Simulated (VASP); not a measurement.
# LiFeAs (P4/nmm) in VASP: electric field gradients with LDA

Aim: the electric field gradients of LiFeAs with LDA.

Everything below comes from runs of VASP 6.6.1. Logs are shortened: lines on timing, memory, paths and dates and some standing lists are left out, and cuts for length are marked.

### Step 1. The cell of the first run

The structure is tetragonal, space group P4/nmm (No. 129). The conventional cell has a = 3.692 Å, b = 3.692 Å, c = 5.960 Å, α = 90.00°, β = 90.00°, γ = 90.00°. Within 3.5 Å of Li (site symmetry 4mm) lie 6 As at 2.62 to 3.33 Å and 4 Fe at 2.71 Å and 4 Li at 3.28 Å. Within 3.0 Å of Fe (site symmetry -4m2) lie 4 As at 2.28 Å and 4 Fe at 2.61 Å and 4 Li at 2.71 Å. Within 3.0 Å of As (site symmetry 4mm) lie 4 Fe at 2.28 Å and 5 Li at 2.62 to 2.69 Å.

### Step 2. Electric field gradients, LDA

Contents of INCAR:

```
SYSTEM = LiFeAs
PREC = Accurate
ENCUT = 520
EDIFF = 1E-8
ISMEAR = 0
SIGMA = 0.05
LREAL = .False.
LASPH = .True.
NELM = 60
ALGO = Fast
ISIF = 2
LWAVE = .False.
LCHARG = .False.
LEFG = .True.
NBANDS = 25
```

Contents of KPOINTS:

```
regular mesh
0
Gamma
  12 12 8
  0 0 0
```

Contents of POSCAR:

```
LiFeAs
1.0
    3.6915071002      0.0000000000      0.0000000000
    0.0000000000      3.6915071002      0.0000000000
    0.0000000000      0.0000000000      5.9597341956
Li Fe As
2 2 2
Direct
    0.5000000000      0.0000000000      0.6662265852
    0.0000000000      0.5000000000      0.3337734148
    0.0000000000      0.0000000000      0.0000000000
    0.5000000000      0.5000000000      0.0000000000
    0.5000000000      0.0000000000      0.2257855246
    0.0000000000      0.5000000000      0.7742144754
```

Potentials or basis: VASP PAW LDA potentials, release 64 (Li_sv, Fe, As).

The run is started by

```console
$ cat potpaw_LDA.64/Li_sv/POTCAR potpaw_LDA.64/Fe/POTCAR potpaw_LDA.64/As/POTCAR > POTCAR
$ mpirun -np 1 vasp_std > vasp.out
```

OUTCAR:

```text
SYSTEM = LiFeAs
   PREC = Accurate
   ENCUT = 520
   EDIFF = 1E-8
   ISMEAR = 0
   LREAL = .False.
   LASPH = .True.
   NELM = 60
   ISIF = 2

 ion  position               nearest neighbor table
   1  0.500  0.000  0.666-   5 2.62   6 2.69   6 2.69   6 2.69   6 2.69   3 2.71   3 2.71   4 2.71
                             4 2.71
   2  0.000  0.500  0.334-   6 2.62   5 2.69   5 2.69   5 2.69   5 2.69   3 2.71   4 2.71   4 2.71
                             3 2.71
   3  0.000  0.000  0.000-   5 2.28   6 2.28   6 2.28   5 2.28   4 2.61   4 2.61   4 2.61   4 2.61
                             1 2.71   2 2.71   2 2.71   1 2.71
   4  0.500  0.500  0.000-   5 2.28   6 2.28   5 2.28   6 2.28   3 2.61   3 2.61   3 2.61   3 2.61
                             2 2.71   1 2.71   2 2.71   1 2.71
   5  0.500  0.000  0.226-   3 2.28   4 2.28   4 2.28   3 2.28   1 2.62   2 2.69   2 2.69   2 2.69
                             2 2.69
   6  0.000  0.500  0.774-   3 2.28   4 2.28   3 2.28   4 2.28   2 2.62   1 2.69   1 2.69   1 2.69
                             1 2.69

  LATTYP: Found a simple tetragonal cell.
 ALAT       =     3.6915071002
 C/A-ratio  =     1.6144447332

  Lattice vectors:

 A1 = (   3.6915071002,   0.0000000000,   0.0000000000)
 A2 = (   0.0000000000,   3.6915071002,   0.0000000000)
 A3 = (   0.0000000000,   0.0000000000,   5.9597341956)

Analysis of symmetry for initial positions (statically):
=====================================================================
 Subroutine PRICEL returns:
 Original cell was already a primitive cell.

 Routine SETGRP: Setting up the symmetry group for a
 simple tetragonal supercell.

 Subroutine GETGRP returns: Found 16 space group operations
 (whereof  8 operations were pure point group operations)
 out of a pool of 16 trial point group operations.

The static configuration has the point symmetry D_2d.
 The point group associated with its full space group is D_4h.

Analysis of symmetry for dynamics (positions and initial velocities):
=====================================================================
 Subroutine PRICEL returns:
 Original cell was already a primitive cell.

 Routine SETGRP: Setting up the symmetry group for a
 simple tetragonal supercell.

 Subroutine GETGRP returns: Found 16 space group operations
 (whereof  8 operations were pure point group operations)
 out of a pool of 16 trial point group operations.

The dynamic configuration has the point symmetry D_2d.
 The point group associated with its full space group is D_4h.

 Subroutine INISYM returns: Found 16 space group operations
 (whereof  8 operations are pure point group operations),
 and found     1 'primitive' translations

----------------------------------------------------------------------------------------

                                     Primitive cell

  volume of cell :      81.2146

  direct lattice vectors                    reciprocal lattice vectors
     3.691507100  0.000000000  0.000000000     0.270892070  0.000000000  0.000000000
     0.000000000  3.691507100  0.000000000     0.000000000  0.270892070  0.000000000
     0.000000000  0.000000000  5.959734196     0.000000000  0.000000000  0.167792718

  length of vectors
     3.691507100  3.691507100  5.959734196     0.270892070  0.270892070  0.167792718

  position of ions in fractional coordinates (direct lattice)
     0.500000000  0.000000000  0.666226585
     0.000000000  0.500000000  0.333773415
     0.000000000  0.000000000  0.000000000
     0.500000000  0.500000000  0.000000000
     0.500000000  0.000000000  0.225785525
     0.000000000  0.500000000  0.774214475

  ion indices of the primitive-cell ions
   primitive index   ion index
                 1           1
                 2           2
                 3           3
                 4           4
                 5           5
                 6           6

----------------------------------------------------------------------------------------

 KPOINTS: regular mesh

Automatic generation of k-mesh.
 Grid dimensions read from file:
 generate k-points for:   12   12    8

 Generating k-lattice:

  Cartesian coordinates                     Fractional coordinates (reciprocal lattice)
     0.022574339  0.000000000  0.000000000     0.083333333  0.000000000  0.000000000
     0.000000000  0.022574339  0.000000000     0.000000000  0.083333333  0.000000000
     0.000000000  0.000000000  0.020974090     0.000000000  0.000000000  0.125000000

  Length of vectors
     0.022574339  0.022574339  0.020974090

  Shift w.r.t. Gamma in fractional coordinates (k-lattice)
     0.000000000  0.000000000  0.000000000

 Subroutine IBZKPT returns following result:
 ===========================================

 Found    140 irreducible k-points:

 Following reciprocal coordinates:
            Coordinates               Weight
  0.000000  0.000000  0.000000      1.000000
  0.083333  0.000000  0.000000      4.000000
  0.166667  0.000000  0.000000      4.000000
  0.250000  0.000000  0.000000      4.000000
  0.333333  0.000000  0.000000      4.000000
  0.416667  0.000000  0.000000      4.000000
[... 16 lines left out ...]
  0.333333  0.333333  0.000000      4.000000
  0.416667  0.333333  0.000000      8.000000
 [... further k-points ...]
   k-points           NKPTS =    140   k-points in BZ     NKDIM =    140   number of bands    NBANDS=     25
   number of dos      NEDOS =    301   number of ions     NIONS =      6
   total plane-waves  NPLWV =  37632
   dimension x,y,z NGX =    28 NGY =   28 NGZ =   48
   dimension x,y,z NGXF=    56 NGYF=   56 NGZF=   96
   ions per type =               2   2   2
   NGX,Y,Z   is equivalent  to a cutoff of  12.61, 12.61, 13.39 a.u.
   NGXF,Y,Z  is equivalent  to a cutoff of  25.22, 25.22, 26.78 a.u.
 SYSTEM =  LiFeAs
   PREC   = accura    normal or accurate (medium, high low for compatibility)
   ISTART =      0    job   : 0-new  1-cont  2-samecut
   ICHARG =      2    charge: 1-file 2-atom 10-const
   ISPIN  =      1    spin polarized calculation?
   LNONCOLLINEAR =      F non collinear calculations
   LSORBIT =      F    spin-orbit coupling
   LASPH  =      T    aspherical Exc in radial PAW
   ENCUT  =  520.0 eV  38.22 Ry    6.18 a.u.   6.86  6.86 11.08*2*pi/ulx,y,z
   NELM   =     60;   NELMIN=  2; NELMDL= -5     # of ELM steps
   EDIFF  = 0.1E-07   stopping-criterion for ELM
   LREAL  =      F    real-space projection
   EDIFFG = 0.1E-06   stopping-criterion for IOM
   NSW    =      0    number of steps for IOM
   IBRION =     -1    ionic relax: 0-MD 1-quasi-New 2-CG
   NFREE  =      0    steps in history (QN), initial steepest desc. (CG)
   ISIF   =      2    stress and relaxation
   ISYM   =      2    0-nonsym 1-usesym 2-fastsym
   POTIM  = 0.5000    time-step for ionic-motion
   TEBEG  =    0.0;   TEEND  =   0.0 temperature during run
   PSTRESS=    0.0 pullay stress
   NELECT =      32.0000    total number of electrons
   NUPDOWN=      -1.0000    fix difference up-down
   EMIN   =  10.00;   EMAX   =-10.00  energy-range for DOS
   EFERMI =   0.00;   METHOD = LEGACY
   ISMEAR =     0;   SIGMA  =   0.05  broadening in eV -4-tet -1-fermi 0-gaus
   EFERMI_NEDOS =   21; number of points for ismear=-14 and -15
   IALGO  =     68    algorithm
   IMIX   =      4    mixing-type and parameters
     AMIX     =   0.40;   BMIX     =  1.00
     AMIX_MAG =   1.60;   BMIX_MAG =  1.00
  volume/ion in A,a.u.               =      13.54        91.34
  Fermi-wavevector in a.u.,A,eV,Ry     =   1.200181  2.268013 19.598298  1.440434
  Thomas-Fermi vector in A             =   2.336024
   LORBIT       =      0    0 simple, 1 ext, 2 COOP (PROOUT), +10 PAW based schemes
   GGA     = CA    functional components
   LHFCALC =     F    Hartree Fock is set to
   AEXX    =    0.0000 exact exchange contribution
   IVDW    =     0    specifies the selected vdW correction
   LEPSILON=     F    determine dielectric tensor
   LRPA    =     F    only Hartree local field effects (RPA)
 non-spin polarized calculation
 RMM-DIIS sequential band-by-band and
 Gauss-broadening in eV      SIGMA  =   0.05
  energy-cutoff  :      520.00
  volume of cell :       81.21
 maximum number of plane-waves:      2236
 NGX is ok and might be reduce to    28
   NGX = 13   NGY = 13   NGZ = 23

 number of electron      32.0000007 magnetization

 Free energy of the ion-electron system (eV)
  ---------------------------------------------------
  ext. energy  EPLUGINS =         0.00000000
  ---------------------------------------------------
  free energy    TOTEN  =       -36.72532777 eV

  energy without entropy =      -36.72069750  energy(sigma->0) =      -36.72301264

 E-fermi :   5.2850     XC(G=0): -10.8783

 val. band max:        5.2798319966   @ k =   0.0833   0.0833   0.0000
 cond. band min:       5.2881261943   @ k =   0.0833   0.0833   0.1250
 fundamental gap:      0.0082941977
 Fermi energy:         5.2849818770

 k-point     1 :       0.0000    0.0000    0.0000
  band No.  band energies     occupation
      1     -39.7476      2.00000
      2     -39.7403      2.00000
      3      -7.5680      2.00000
      4      -5.9012      2.00000
      5      -0.5162      2.00000
      6       0.9690      2.00000
[... 17 lines left out ...]
     24      11.4541      0.00000
     25      11.5111      0.00000

 k-point     2 :       0.0833    0.0000    0.0000
  band No.  band energies     occupation
      1     -39.7474      2.00000
      2     -39.7404      2.00000
      3      -7.5163      2.00000
      4      -5.8905      2.00000
      5      -0.4540      2.00000
      6       0.9968      2.00000
[... 17 lines left out ...]
     24      11.6273      0.00000
     25      11.6976      0.00000
[... 586 lines left out ...]
     24      11.3868      0.00000
     25      14.2585      0.00000

 k-point    24 :       0.4167    0.3333    0.0000
  band No.  band energies     occupation
      1     -39.7429      2.00000
      2     -39.7420      2.00000
      3      -5.9198      2.00000
      4      -5.6144      2.00000
      5      -0.2208      2.00000
      6      -0.1827      2.00000
[... 17 lines left out ...]
     24      10.8506      0.00000
     25      14.9249      0.00000

 [... further k-points ...]

------------------------ aborting loop because EDIFF is reached ----------------------------------------

  FORCE on cell =-STRESS in cart. coord.  units (eV):
  Direction    XX          YY          ZZ          XY          YZ          ZX
  --------------------------------------------------------------------------------------
  -------------------------------------------------------------------------------------
  Total        0.2853412      0.2853412      0.1987353      0.0000000     -0.0000000      0.0000000
  in kB        5.6291232      5.6291232      3.9205888      0.0000000     -0.0000000      0.0000000
  external PRESSURE =       5.0596118 kB  Pullay stress =       0.0000000 kB

 VOLUME and BASIS-vectors are now :
 -----------------------------------------------------------------------------
  energy-cutoff  :      520.00
  volume of cell :       81.21
      direct lattice vectors                 reciprocal lattice vectors
     3.691507100  0.000000000  0.000000000     0.270892070  0.000000000  0.000000000
     0.000000000  3.691507100  0.000000000     0.000000000  0.270892070  0.000000000
     0.000000000  0.000000000  5.959734196     0.000000000  0.000000000  0.167792718

 POSITION                                       TOTAL-FORCE (eV/Angst)
 -----------------------------------------------------------------------------------
      1.84575      0.00000      3.97053         0.000000     -0.000000     -0.001041
      0.00000      1.84575      1.98920         0.000000     -0.000000      0.001041
      0.00000      0.00000      0.00000         0.000000     -0.000000      0.000000
      1.84575      1.84575      0.00000         0.000000      0.000000      0.000000
      1.84575      0.00000      1.34562         0.000000      0.000000      0.053741
      0.00000      1.84575      4.61411         0.000000     -0.000000     -0.053741
 -----------------------------------------------------------------------------------
    total drift:                                0.000000      0.000000     -0.000000

  FREE ENERGIE OF THE ION-ELECTRON SYSTEM (eV)
  ---------------------------------------------------
  free  energy   TOTEN  =       -36.7253277698 eV

  energy  without entropy=      -36.7206975048  energy(sigma->0) =      -36.72301264

 Electric field gradients (V/A^2)
---------------------------------------------------------------------
 ion       V_xx      V_yy      V_zz      V_xy      V_xz      V_yz
---------------------------------------------------------------------
   1       0.455     0.455    -0.911     0.000    -0.000     0.000
   2       0.455     0.455    -0.911     0.000     0.000    -0.000
   3      -3.080    -3.080     6.160     0.000     0.000    -0.000
   4      -3.080    -3.080     6.160    -0.000     0.000    -0.000
   5      16.587    16.587   -33.173    -0.000    -0.000    -0.000
   6      16.587    16.587   -33.173    -0.000     0.000    -0.000
---------------------------------------------------------------------

 Electric field gradients after diagonalization (V/A^2)
 (convention: |V_zz| > |V_xx| > |V_yy|)
----------------------------------------------------------------------
 ion       V_xx      V_yy      V_zz     asymmetry (V_yy - V_xx)/ V_zz
----------------------------------------------------------------------
   1       0.455     0.455    -0.911       0.000
   2       0.455     0.455    -0.911       0.000
   3      -3.080    -3.080     6.160       0.000
   4      -3.080    -3.080     6.160       0.000
   5      16.587    16.587   -33.173       0.000
   6      16.587    16.587   -33.173       0.000
----------------------------------------------------------------------

           NMR quadrupolar parameters

 Cq : quadrupolar parameter    Cq=e*Q*V_zz/h
 eta: asymmetry parameters     (V_yy - V_xx)/ V_zz
 Q  : nuclear electric quadrupole moment in mb (millibarn)
----------------------------------------------------------------------
 ion       Cq(MHz)       eta       Q (mb)
----------------------------------------------------------------------
   1      -0.002       0.000       1.000
   2      -0.002       0.000       1.000
   3       0.015       0.000       1.000
   4       0.015       0.000       1.000
   5      -0.080       0.000       1.000
   6      -0.080       0.000       1.000
----------------------------------------------------------------------
```

It took 12 min on 1 thread of Intel Xeon Platinum 8259CL at 2.50GHz (Skylake/Cascade Lake), shared host; peak memory 0.37 GiB.

What came out:

```
Free energy                             : -36.7253 eV
Largest force                           : 0.054 eV/Å
Band gap on the k mesh                  : zero (bands 16 and 17 overlap by 0.42 eV)
Largest electric field gradient by atom : Li -0.9; Fe +6.2; As -33.2 V/Å²
```

Forces on the atoms (eV/Å):
```
Li   0.000  0.000 -0.001
Li   0.000  0.000  0.001
Fe   0.000  0.000  0.000
Fe   0.000  0.000  0.000
As   0.000  0.000  0.054
As   0.000  0.000 -0.054
```

Levels at points of the mesh, in eV from the Fermi level:
| k point | band 12 | band 13 | band 14 | band 15 | band 16 | band 17 | band 18 | band 19 | band 20 | band 21 |
| --- | --- | --- | --- | --- | --- | --- | --- | --- | --- | --- |
| (0.00, 0.00, 0.00) | -0.94 | -0.75 | 0.06 | 0.06 | 0.24 | 1.01 | 1.91 | 3.44 | 3.44 | 3.84 |
| (0.50, 0.00, 0.00) | -1.37 | -1.00 | -1.00 | -0.68 | -0.68 | 0.76 | 0.76 | 2.32 | 2.32 | 5.04 |
| (0.50, 0.50, 0.00) | -2.19 | -2.02 | -2.02 | -0.57 | -0.57 | -0.16 | -0.16 | 1.02 | 1.02 | 3.87 |
| (0.00, 0.00, 0.50) | -0.75 | -0.68 | 0.02 | 0.21 | 0.21 | 0.24 | 1.01 | 2.41 | 2.41 | 4.75 |
| (0.50, 0.00, 0.50) | -1.38 | -1.22 | -1.22 | -0.81 | -0.81 | 1.80 | 1.80 | 2.56 | 2.56 | 3.66 |
| (0.50, 0.50, 0.50) | -2.13 | -1.80 | -1.80 | -0.79 | -0.79 | -0.16 | -0.16 | 1.43 | 1.43 | 5.61 |

Electric field gradients, principal values (V/Å²):
| atom | least | middle | greatest (by size) |
| --- | --- | --- | --- |
| 1 Li | 0.455 | 0.455 | -0.911 |
| 2 Li | 0.455 | 0.455 | -0.911 |
| 3 Fe | -3.080 | -3.080 | 6.160 |
| 4 Fe | -3.080 | -3.080 | 6.160 |
| 5 As | 16.587 | 16.587 | -33.173 |
| 6 As | 16.587 | 16.587 | -33.173 |

Caveat: the cutoff is under 1.25 times the usual one of these potentials, so pressure, stress and relaxed cells hold a basis-set (Pulay) error; without QUAD_EFG the Cq values of the log hold for a quadrupole moment of 1 mb, not for the nuclei; the run has no spin polarisation, though such a crystal can be magnetic. Spin polarisation is off, so any magnetic state and its effect on volume and gap are missing.
